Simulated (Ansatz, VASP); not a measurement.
CuAu: VASP beside Ansatz

Contents of INCAR:

```
PREC = Accurate ; ENCUT = 520
EDIFF = 1E-6 ; ISMEAR = 0
SIGMA = 0.1 ; LREAL = False
LASPH = True ; NELM = 100
ALGO = Fast ; ISIF = 2
LWAVE = False ; LCHARG = False
GGA = PE ; NBANDS = 18
```

The input KPOINTS:

```
regular mesh
0
Gamma
  6 6 4
```

POSCAR

```
CuAu
1.0
    2.8000000000      0.0000000000      0.0000000000
    0.0000000000      2.8000000000      0.0000000000
    0.0000000000      0.0000000000      3.6700000000
Cu Au
1 1
Direct
    0.5000000000      0.5000000000      0.5000000000
    0.0000000000      0.0000000000      0.0000000000
```

Input for Ansatz:

```yaml
crystal:
  lattice:
    - [2.8, 0.0, 0.0]
    - [0.0, 2.8, 0.0]
    - [0.0, 0.0, 3.67]
  atoms:
    - { symbol: Cu, position: [0.5, 0.5, 0.5] }
    - { symbol: Au, position: [0.0, 0.0, 0.0] }
basis:
  ecutwfc: 500
kpoints:
  mp_grid: { grid: [6, 6, 4] }
hamiltonian:
  xc: pbe
scf:
  occupations: { method: gaussian, width: 0.1 }
output:
  forces: true
  stress: true
  eigenvalues: true
```

Alike in both runs: task single point; functional PBE; k mesh 6 × 6 × 4; occupations gaussian, width 0.1 eV; no spin polarisation.

```csv
,VASP,Ansatz
version,VASP 6.6.1,Ansatz 0.2.0
potentials or method,"VASP PAW PBE potentials, release 64 (Cu, Au), cutoff 520 eV","scalar-relativistic, plane waves, PAW"
valence electrons in the cell,22,38
```

|  | VASP | Ansatz | Ansatz less VASP |
| --- | --- | --- | --- |
| gap on the k mesh at the Fermi level (eV) | none | none | - |
| pressure (GPa) | 7.6 | 7.1 | -0.55 |
| traceless stress, the component that is largest in VASP (GPa) | -2.31 | -2.39 | -0.085 |

A gap of «none» marks a metal or a gap that the smearing closes. With one functional, cell and mesh, what is left measures potentials, basis and numerics. VASP's potentials hold 22 valence electrons a cell and Ansatz's 38, so a difference there can come from the potentials and not from the codes.

The k mesh is coarse, so the values compare programs but aren't converged. Neither program's run includes spin-orbit coupling.
